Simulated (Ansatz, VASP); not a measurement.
## InSb: VASP beside Ansatz

File INCAR:

```
PREC = Accurate ; ENCUT = 520
EDIFF = 1E-7 ; ISMEAR = 0
SIGMA = 0.1 ; LREAL = False
LASPH = True ; NELM = 100
ALGO = Normal ; ISIF = 2
LWAVE = False ; LCHARG = False
GGA = PE ; NBANDS = 26
```

The input KPOINTS:

```
regular mesh
0
Gamma
  4 4 6
```

File POSCAR:

```
InSb
1.0
    5.3569998700      0.0000000000      0.0000000000
    0.0000000000      5.7119998900      0.0000000000
    0.0000000000      0.0000000000      3.0629999600
In Sb
2 2
Direct
    0.0000000000      0.0000000000      0.0000000000
    0.5000000000      0.5000000000      0.0000000000
    0.5000000000      0.0000000000      0.8349999800
    0.0000000000      0.5000000000      0.1650000200
```

Input for Ansatz:

```yaml
crystal:
  lattice:
    - [5.35699987, 0.0, 0.0]
    - [0.0, 5.71199989, 0.0]
    - [0.0, 0.0, 3.06299996]
  atoms:
    - { symbol: In, position: [0.0, 0.0, 0.0] }
    - { symbol: In, position: [0.5, 0.5, 0.0] }
    - { symbol: Sb, position: [0.5, 0.0, 0.83499998] }
    - { symbol: Sb, position: [0.0, 0.5, 0.16500002] }
basis:
  ecutwfc: 420
kpoints:
  mp_grid: { grid: [4, 4, 6] }
hamiltonian:
  xc: pbe
scf:
  occupations: { method: gaussian, width: 0.1 }
  lower_state_search: "off"
output:
  forces: true
  stress: true
  eigenvalues: true
```

Alike in both runs: task single point; functional PBE; k mesh 4 × 4 × 6; occupations gaussian, width 0.1 eV; no spin polarisation.

```csv
,VASP,Ansatz
version,VASP 6.6.1,Ansatz 0.2.0
potentials or method,"VASP PAW PBE potentials, release 64 (In_d, Sb), cutoff 520 eV","scalar-relativistic, plane waves, PAW"
valence electrons in the cell,36,56
```

```csv
,VASP,Ansatz,Ansatz less VASP
gap on the k mesh at the Fermi level (eV),none,none,-
pressure (GPa),17.7,17.7,0.00
"traceless stress, the component that is largest in VASP (GPa)",11.31,11.37,+0.055
rms of the force components (eV/Å),0.323,0.323,+0.0008
```

Atom by atom the forces differ by 0.001 eV/Å (rms over components). A gap of «none» marks a metal or a gap that the smearing closes. VASP's potentials hold 36 valence electrons a cell and Ansatz's 56, so a difference there can come from the potentials and not from the codes.

Neither program's run includes spin-orbit coupling.
